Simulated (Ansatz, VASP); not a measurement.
## InP2N3: VASP beside Ansatz

Contents of INCAR:

```
SYSTEM = InP2N3
PREC = Accurate
ENCUT = 520
EDIFF = 1E-6
ISMEAR = 0
SIGMA = 0.1
LREAL = .False.
LASPH = .True.
NELM = 150
ALGO = Normal
ISIF = 2
LWAVE = .False.
LCHARG = .False.
ISPIN = 2
MAGMOM = 0 0 0 1 1 1
LORBIT = 11
GGA = PE
NBANDS = 32
```

File KPOINTS:

```
regular mesh
0
Gamma
  6 6 2
  0 0 0
```

File POSCAR:

```
InP2N3
1.0
    3.1932186860      0.0000000000      0.0000000000
   -1.5966093430      2.7654085019      0.0000000000
    0.0000000000      0.0000000000      7.6910984034
In P N
1 2 3
Direct
    0.0000000000      0.0000000000      0.5000000000
    0.3333333333      0.6666666667      0.1562652293
    0.6666666667      0.3333333333      0.8437347707
    0.3333333333      0.6666666667      0.6878198894
    0.0000000000      0.0000000000      0.0000000000
    0.6666666667      0.3333333333      0.3121801106
```

Input for Ansatz:

```yaml
crystal:
  lattice:
    - [3.193218686, 0.0, 0.0]
    - [-1.596609343, 2.7654085019, 0.0]
    - [0.0, 0.0, 7.6910984034]
  atoms:
    - { symbol: In, position: [0.0, 0.0, 0.5] }
    - { symbol: P, position: [0.3333333333, 0.6666666667, 0.1562652293] }
    - { symbol: P, position: [0.6666666667, 0.3333333333, 0.8437347707] }
    - { symbol: "N", position: [0.3333333333, 0.6666666667, 0.6878198894], spin: 1.0 }
    - { symbol: "N", position: [0.0, 0.0, 0.0], spin: 1.0 }
    - { symbol: "N", position: [0.6666666667, 0.3333333333, 0.3121801106], spin: 1.0 }
basis:
  ecutwfc: 420
kpoints:
  mp_grid: { grid: [6, 6, 2] }
hamiltonian:
  xc: pbe
scf:
  occupations: { method: gaussian, width: 0.1 }
  lower_state_search: "off"
output:
  forces: true
  stress: true
  eigenvalues: true
  populations: true
magnetization:
  spin_polarized: true
```

Change from the starting cell: species swapped into the NaTi2O3 type (P-3m1, No. 164).

Alike in both runs: task single point; functional PBE; k mesh 6 × 6 × 2; occupations gaussian, width 0.1 eV; collinear spin.

|  | VASP | Ansatz |
| --- | --- | --- |
| version | VASP 6.6.1 | Ansatz 0.2.0 |
| potentials or method | VASP PAW PBE potentials, release 64 (In_d, P, N), cutoff 520 eV | scalar-relativistic, plane waves, PAW |
| valence electrons in the cell | 38 | 38 |

Ansatz gave:

```
gap on the k mesh at the Fermi level (eV) : none
pressure (GPa)                            : -0.3
rms of the force components (eV/Å)        : 0.001
net moment per atom (μB)                  : 0.00
```

Which values does VASP return?

gap on the k mesh at the Fermi level (eV): none; pressure (GPa): -0.4; rms of the force components (eV/Å): 0.008; net moment per atom (μB): 0.00.

Atom by atom the forces differ by 0.007 eV/Å (rms over components). A gap of «none» marks a metal or a gap that the smearing closes. Ansatz's warnings: seeded moment not kept.

The k mesh is coarse, so the values compare programs but aren't converged.
